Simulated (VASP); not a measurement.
# BN (F-43m) in VASP: further runs, part 2 of 2

VASP 6.6.1. The steps go on from the part before.

**3. Single point, PBEsol+D3(BJ) (volume scaled by 1.02)**

INCAR

```
SYSTEM = BN
PREC = Accurate
ENCUT = 600
EDIFF = 1E-6
ISMEAR = 0
SIGMA = 0.05
LREAL = .FALSE.
LASPH = .TRUE.
NELM = 120
ALGO = Normal
ISIF = 2
LWAVE = .FALSE.
LCHARG = .FALSE.
GGA = PS
IVDW = 12
NBANDS = 11
GGA_COMPAT = .FALSE.
```

KPOINTS

```
Automatic mesh
0
G
  12 12 12
  0 0 0
```

POSCAR

```
BN
1.0
    0.0000000000      1.8083057799      1.8083057799
    1.8083057799      0.0000000000      1.8083057799
    1.8083057799      1.8083057799      0.0000000000
B N
1 1
Direct
    0.0000000000      0.0000000000      0.0000000000
    0.7500000000      0.7500000000      0.7500000000
```

Potentials or basis: VASP PAW PBE potentials, release 64 (B, N).

On the command line:

```console
> cat potpaw_PBE.64/B/POTCAR potpaw_PBE.64/N/POTCAR > POTCAR
> mpirun -np 1 vasp_std > vasp.out
```

OUTCAR:

```text
SYSTEM = BN
   PREC = Accurate
   ENCUT = 600
   EDIFF = 1E-6
   ISMEAR = 0
   LREAL = .FALSE.
   LASPH = .TRUE.
   NELM = 120
   ISIF = 2
   GGA = PS
   IVDW = 12
 IVDW          = 12

 ion  position               nearest neighbor table
   1  0.000  0.000  0.000-   2 1.57   2 1.57   2 1.57   2 1.57
   2  0.750  0.750  0.750-   1 1.57   1 1.57   1 1.57   1 1.57

  LATTYP: Found a face centered cubic cell.
 ALAT       =     3.6166115598

  Lattice vectors:

 A1 = (   0.0000000000,   1.8083057799,   1.8083057799)
 A2 = (   1.8083057799,   0.0000000000,   1.8083057799)
 A3 = (   1.8083057799,   1.8083057799,   0.0000000000)

Analysis of symmetry for initial positions (statically):
=====================================================================
 Subroutine PRICEL returns:
 Original cell was already a primitive cell.

 Routine SETGRP: Setting up the symmetry group for a
 face centered cubic supercell.

 Subroutine GETGRP returns: Found 24 space group operations
 (whereof 24 operations were pure point group operations)
 out of a pool of 48 trial point group operations.

The static configuration has the point symmetry T_d .

Analysis of symmetry for dynamics (positions and initial velocities):
=====================================================================
 Subroutine PRICEL returns:
 Original cell was already a primitive cell.

 Routine SETGRP: Setting up the symmetry group for a
 face centered cubic supercell.

 Subroutine GETGRP returns: Found 24 space group operations
 (whereof 24 operations were pure point group operations)
 out of a pool of 48 trial point group operations.

The dynamic configuration has the point symmetry T_d .

 Subroutine INISYM returns: Found 24 space group operations
 (whereof 24 operations are pure point group operations),
 and found     1 'primitive' translations

----------------------------------------------------------------------------------------

                                     Primitive cell

  volume of cell :      11.8262

  direct lattice vectors                    reciprocal lattice vectors
     0.000000000  1.808305780  1.808305780    -0.276501909  0.276501909  0.276501909
     1.808305780  0.000000000  1.808305780     0.276501909 -0.276501909  0.276501909
     1.808305780  1.808305780  0.000000000     0.276501909  0.276501909 -0.276501909

  length of vectors
     2.557330559  2.557330559  2.557330559     0.478915355  0.478915355  0.478915355

  position of ions in fractional coordinates (direct lattice)
     0.000000000  0.000000000  0.000000000
     0.750000000  0.750000000  0.750000000

  ion indices of the primitive-cell ions
   primitive index   ion index
                 1           1
                 2           2

----------------------------------------------------------------------------------------

 KPOINTS: Automatic mesh

Automatic generation of k-mesh.
 Grid dimensions read from file:
 generate k-points for:   12   12   12

 Generating k-lattice:

  Cartesian coordinates                     Fractional coordinates (reciprocal lattice)
    -0.023041826  0.023041826  0.023041826     0.083333333  0.000000000  0.000000000
     0.023041826 -0.023041826  0.023041826     0.000000000  0.083333333  0.000000000
     0.023041826  0.023041826 -0.023041826     0.000000000  0.000000000  0.083333333

  Length of vectors
     0.039909613  0.039909613  0.039909613

  Shift w.r.t. Gamma in fractional coordinates (k-lattice)
     0.000000000  0.000000000  0.000000000

 Subroutine IBZKPT returns following result:
 ===========================================

 Found     72 irreducible k-points:

 Following reciprocal coordinates:
            Coordinates               Weight
  0.000000  0.000000  0.000000      1.000000
  0.083333  0.000000  0.000000      8.000000
  0.166667  0.000000  0.000000      8.000000
  0.250000  0.000000  0.000000      8.000000
  0.333333  0.000000  0.000000      8.000000
  0.416667  0.000000  0.000000      8.000000
[... 16 lines left out ...]
  0.500000  0.166667  0.000000     24.000000
 -0.416667  0.166667  0.000000     24.000000
 [... further k-points ...]
   k-points           NKPTS =     72   k-points in BZ     NKDIM =     72   number of bands    NBANDS=     11
   number of dos      NEDOS =    301   number of ions     NIONS =      2
   total plane-waves  NPLWV =   8000
   dimension x,y,z NGX =    20 NGY =   20 NGZ =   20
   dimension x,y,z NGXF=    40 NGYF=   40 NGZF=   40
   ions per type =               1   1
   NGX,Y,Z   is equivalent  to a cutoff of  13.00, 13.00, 13.00 a.u.
   NGXF,Y,Z  is equivalent  to a cutoff of  26.00, 26.00, 26.00 a.u.
 SYSTEM =  BN
   PREC   = accura    normal or accurate (medium, high low for compatibility)
   ISTART =      0    job   : 0-new  1-cont  2-samecut
   ICHARG =      2    charge: 1-file 2-atom 10-const
   ISPIN  =      1    spin polarized calculation?
   LNONCOLLINEAR =      F non collinear calculations
   LSORBIT =      F    spin-orbit coupling
   LASPH  =      T    aspherical Exc in radial PAW
   ENCUT  =  600.0 eV  44.10 Ry    6.64 a.u.   5.11  5.11  5.11*2*pi/ulx,y,z
   NELM   =    120;   NELMIN=  2; NELMDL= -5     # of ELM steps
   EDIFF  = 0.1E-05   stopping-criterion for ELM
   LREAL  =      F    real-space projection
   EDIFFG = 0.1E-04   stopping-criterion for IOM
   NSW    =      0    number of steps for IOM
   IBRION =     -1    ionic relax: 0-MD 1-quasi-New 2-CG
   NFREE  =      0    steps in history (QN), initial steepest desc. (CG)
   ISIF   =      2    stress and relaxation
   ISYM   =      2    0-nonsym 1-usesym 2-fastsym
   POTIM  = 0.5000    time-step for ionic-motion
   TEBEG  =    0.0;   TEEND  =   0.0 temperature during run
   PSTRESS=    0.0 pullay stress
   NELECT =       8.0000    total number of electrons
   NUPDOWN=      -1.0000    fix difference up-down
   EMIN   =  10.00;   EMAX   =-10.00  energy-range for DOS
   EFERMI =   0.00;   METHOD = LEGACY
   ISMEAR =     0;   SIGMA  =   0.05  broadening in eV -4-tet -1-fermi 0-gaus
   EFERMI_NEDOS =   21; number of points for ismear=-14 and -15
   IALGO  =     38    algorithm
   IMIX   =      4    mixing-type and parameters
     AMIX     =   0.40;   BMIX     =  1.00
     AMIX_MAG =   1.60;   BMIX_MAG =  1.00
  volume/ion in A,a.u.               =       5.91        39.90
  Fermi-wavevector in a.u.,A,eV,Ry     =   1.437109  2.715742 28.099860  2.065281
  Thomas-Fermi vector in A             =   2.556223
   LORBIT       =      0    0 simple, 1 ext, 2 COOP (PROOUT), +10 PAW based schemes
   GGA     = PS    functional components
   LHFCALC =     F    Hartree Fock is set to
   AEXX    =    0.0000 exact exchange contribution
   IVDW    =    12    specifies the selected vdW correction
   LEPSILON=     F    determine dielectric tensor
   LRPA    =     F    only Hartree local field effects (RPA)
 non-spin polarized calculation
 Gauss-broadening in eV      SIGMA  =   0.05
  energy-cutoff  :      600.00
  volume of cell :       11.83
 maximum number of plane-waves:       411
   NGX = 11   NGY = 11   NGZ = 11

 number of electron       7.9999999 magnetization

 Free energy of the ion-electron system (eV)
  ---------------------------------------------------
  ext. energy  EPLUGINS =         0.00000000
  ---------------------------------------------------
  free energy    TOTEN  =       -18.35008360 eV

  energy without entropy =      -18.35008360  energy(sigma->0) =      -18.35008360

 E-fermi :   7.5643     XC(G=0): -13.0097

 val. band max:        7.3458849259   @ k =   0.0000   0.0000   0.0000
 cond. band min:      11.6214499498   @ k =   0.5000   0.5000   0.0000
 fundamental gap:      4.2755650240
 Fermi energy:         7.5642795351

 k-point     1 :       0.0000    0.0000    0.0000
  band No.  band energies     occupation
      1     -12.8918      2.00000
      2       7.3459      2.00000
      3       7.3459      2.00000
      4       7.3459      2.00000
      5      16.1013      0.00000
      6      16.1013      0.00000
      7      16.1013      0.00000
      8      17.5927      0.00000
      9      31.8312      0.00000
     10      35.0170      0.00000
     11      35.0170      0.00000
[... 309 lines left out ...]
 k-point    24 :      -0.4167    0.1667    0.0000
  band No.  band energies     occupation
      1      -8.2641      2.00000
      2      -2.7225      2.00000
      3       3.2017      2.00000
      4       4.7661      2.00000
      5      16.5224      0.00000
      6      19.4661      0.00000
      7      19.5094      0.00000
      8      22.9276      0.00000
      9      28.1736      0.00000
     10      32.5148      0.00000
     11      33.8759      0.00000

 [... further k-points ...]

------------------------ aborting loop because EDIFF is reached ----------------------------------------

 Edisp (eV)   -0.28746

 E8    (eV) :    -0.1424

  FORCE on cell =-STRESS in cart. coord.  units (eV):
  Direction    XX          YY          ZZ          XY          YZ          ZX
  --------------------------------------------------------------------------------------
  -------------------------------------------------------------------------------------
  Total      -0.52431    -0.52431    -0.52431    -0.00000     0.00000     0.00000
  in kB     -71.03183   -71.03183   -71.03183    -0.00000     0.00000     0.00000
  external pressure =      -71.03 kB  Pullay stress =        0.00 kB

 VOLUME and BASIS-vectors are now :
 -----------------------------------------------------------------------------
  energy-cutoff  :      600.00
  volume of cell :       11.83
      direct lattice vectors                 reciprocal lattice vectors
     0.000000000  1.808305780  1.808305780    -0.276501909  0.276501909  0.276501909
     1.808305780  0.000000000  1.808305780     0.276501909 -0.276501909  0.276501909
     1.808305780  1.808305780  0.000000000     0.276501909  0.276501909 -0.276501909

 POSITION                                       TOTAL-FORCE (eV/Angst)
 -----------------------------------------------------------------------------------
      0.00000      0.00000      0.00000         0.000000      0.000000      0.000000
      2.71246      2.71246      2.71246        -0.000000     -0.000000     -0.000000
 -----------------------------------------------------------------------------------
    total drift:                               -0.000000     -0.000000     -0.000000

  FREE ENERGIE OF THE ION-ELECTRON SYSTEM (eV)
  ---------------------------------------------------
  free  energy   TOTEN  =       -18.6375432285 eV

  energy  without entropy=      -18.6375432285  energy(sigma->0) =      -18.63754323
```

OSZICAR:

```text
N       E                     dE             d eps       ncg     rms          rms(c)
DAV:   1     0.150234806650E+02    0.15023E+02   -0.54514E+03  1600   0.812E+02
DAV:   2    -0.186402662011E+02   -0.33664E+02   -0.32437E+02  1932   0.194E+02
DAV:   3    -0.192925550177E+02   -0.65229E+00   -0.65129E+00  1898   0.222E+01
DAV:   4    -0.192933555725E+02   -0.80055E-03   -0.80054E-03  1718   0.878E-01
DAV:   5    -0.192933563119E+02   -0.73943E-06   -0.73944E-06  1866   0.269E-02    0.652E+00
DAV:   6    -0.184533067467E+02    0.84005E+00   -0.26788E+00  1735   0.983E+00    0.322E+00
DAV:   7    -0.183704844865E+02    0.82822E-01   -0.97373E-02  1800   0.252E+00    0.185E+00
DAV:   8    -0.183500628738E+02    0.20422E-01   -0.32652E-02  1782   0.125E+00    0.178E-01
DAV:   9    -0.183500611766E+02    0.16971E-05   -0.83958E-04  1692   0.250E-01    0.790E-02
DAV:  10    -0.183500816429E+02   -0.20466E-04   -0.64173E-05  1749   0.768E-02    0.133E-02
DAV:  11    -0.183500835187E+02   -0.18758E-05   -0.40406E-06  1792   0.158E-02    0.824E-03
DAV:  12    -0.183500836042E+02   -0.85534E-07   -0.94822E-07   879   0.694E-03
   1 F= -.18637543E+02 E0= -.18637543E+02  d E =-.253664E-12
```

Wall time 5.1 s (1 thread of Intel Xeon 6975P-C (Granite Rapids), shared host); peak memory 0.14 GiB.

Results:

```
Free energy                : -18.6375 eV
Pressure                   : -7.1 GPa
Band gap on the k mesh     : 4.28 eV, indirect (least direct gap 8.76 eV)
Dispersion energy per atom : -0.144 eV
```

Caveat: the PAW data sets were made with another functional, which shifts forces and pressure a little.

**4. Single point, PBEsol+D3(BJ) (volume scaled by 0.96)**

INCAR

```
ALGO = Normal
EDIFF = 1E-6
ENCUT = 600
GGA = PS
GGA_COMPAT = F
ISIF = 2
ISMEAR = 0
IVDW = 12
LASPH = T
LCHARG = F
LREAL = F
LWAVE = F
NBANDS = 11
NELM = 120
PREC = Accurate
SIGMA = 0.05
```

KPOINTS

```
k-points
0
Gamma
  12 12 12
```

POSCAR

```
BN
1.0
    0.0000000000      1.7721299176      1.7721299176
    1.7721299176      0.0000000000      1.7721299176
    1.7721299176      1.7721299176      0.0000000000
B N
1 1
Direct
    0.0000000000      0.0000000000      0.0000000000
    0.7500000000      0.7500000000      0.7500000000
```

On the command line:

```console
> cat potpaw_PBE.64/B/POTCAR potpaw_PBE.64/N/POTCAR > POTCAR
> mpirun -np 1 vasp_std > vasp.out
```

Run time: 5 s. Hardware: 1 thread of Intel Xeon 6975P-C (Granite Rapids), shared host; peak memory 0.13 GiB.

It converged, with:

| Property | Result |
| --- | --- |
| Free energy | -18.6143 eV |
| Pressure | 17.9 GPa |
| Band gap on the k mesh | 4.34 eV, indirect (least direct gap 9.04 eV) |
| Dispersion energy per atom | -0.153 eV |

Levels at points of the mesh, in eV from the valence-band top:
```
           k point  band 1  band 2  band 3  band 4  band 5  band 6  band 7  band 8  band 9
(0.00, 0.00, 0.00)  -20.95    0.00    0.00    0.00    9.04    9.04    9.04   11.24   25.64
(0.50, 0.00, 0.00)  -16.39  -11.34   -2.06   -2.06   10.88   10.94   10.94   15.67   24.07
(0.50, 0.50, 0.00)  -14.93   -9.36   -5.24   -5.24    4.34    9.42   18.80   18.80   21.66
```

Caveat: the PAW data sets were made with another functional, which shifts forces and pressure a little.

**5. The runs side by side**

```tsv
cell	gap on the mesh (eV)	pressure (GPa)
a = 2.523 Å, angles 60.0°, 2 atoms	4.32	8.8
a = 2.557 Å, angles 60.0°, 2 atoms	4.28	-7.1
a = 2.506 Å, angles 60.0°, 2 atoms	4.34	17.9
```

Alike in all rows: task single point; level PBEsol+D3(BJ); potentials or basis VASP PAW PBE potentials, release 64 (B, N); no spin polarisation; k mesh 12 × 12 × 12; cutoff (eV) 600; smearing gaussian 0.05 eV.

Caveats: the PAW data sets were made with another functional, which shifts forces and pressure a little.

Absolute energies hang on the potentials; compare differences alone.
